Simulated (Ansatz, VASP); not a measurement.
# BaTiO3 in VASP and in Ansatz

```xyz
5
Lattice="3.9715 0.0000 0.0000 0.0000 2.8910 2.9165 0.0000 -2.8910 2.9165" Properties=species:S:1:pos:R:3 pbc="T T T"
Ba    0.0000    0.0000    0.0685
Ti    1.9858    0.0000    3.0798
O     0.0000    0.0000    2.8426
O     1.9858   -1.3966    4.2868
O     1.9858    1.3966    4.2868
```

Alike in both runs: functional PBE; k mesh 8 × 8 × 8; no spin polarisation.

Ansatz relaxed the structure, and its values are those at the end. VASP's run is a single point on that final structure, the one shown.

```csv
,VASP,Ansatz
version,VASP 6.6.1,Ansatz 0.2.0
potentials or method,"VASP PAW PBE potentials, release 64 (Ba_sv, Ti_sv, O), cutoff 600 eV","scalar-relativistic, plane waves, PAW"
occupations,"gaussian, width 0.01 eV",fixed
valence electrons in the cell,40,40
```

Ansatz gave:

* gap on the k mesh at the Fermi level (eV): 2.39
* least direct gap on the mesh (eV): 2.91
* pressure (GPa): 0.0
* rms of the force components (eV/Å): 0.000

Problem. Estimate VASP's values.

Solution. gap on the k mesh at the Fermi level (eV): 2.35; least direct gap on the mesh (eV): 2.89; pressure (GPa): 1.4; rms of the force components (eV/Å): 0.035.

Neither program's run includes spin-orbit coupling.
